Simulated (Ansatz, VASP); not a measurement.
## Two plane-wave programs on MgBe2Te3

```
Mg Be Te
1.0
     4.73207    0.00000    0.00000
     0.00000    4.73207    0.00000
     0.00000    0.00000    7.24637
Mg Be Te
1 2 3
Direct
  0.50000 0.50000 0.48991
  0.50000 0.50000 0.11196
  0.00000 0.00000 0.85557
  0.50000 0.00000 0.00929
  0.00000 0.50000 0.00929
  0.00000 0.00000 0.52398
```

Change from the starting cell: species swapped into the Zr2P3S type (P4mm, No. 99).

Alike in both runs: functional PBE; k mesh 4 × 4 × 2; occupations gaussian, width 0.1 eV; no spin polarisation.

Ansatz relaxed the structure, and its values are those at the end. VASP's run is a single point on that final structure, the one shown.

|  | VASP | Ansatz |
| --- | --- | --- |
| version | VASP 6.6.1 | Ansatz 0.2.0 |
| potentials or method | VASP PAW PBE potentials, release 64 (Mg, Be, Te), cutoff 520 eV | scalar-relativistic, plane waves, PAW |
| valence electrons in the cell | 24 | 62 |

```csv
,VASP,Ansatz,Ansatz less VASP
gap on the k mesh at the Fermi level (eV),none,none,-
pressure (GPa),0.0,0.0,-0.05
rms of the force components (eV/Å),0.006,0.002,-0.0045
```

A gap of «none» marks a metal or a gap that the smearing closes. The functional is the same, so the differences come from potentials, cutoffs and numerics. VASP's potentials hold 24 valence electrons a cell and Ansatz's 62, so a difference there can come from the potentials and not from the codes.

The k mesh is coarse, so the values compare programs but aren't converged. Neither program's run includes spin-orbit coupling.
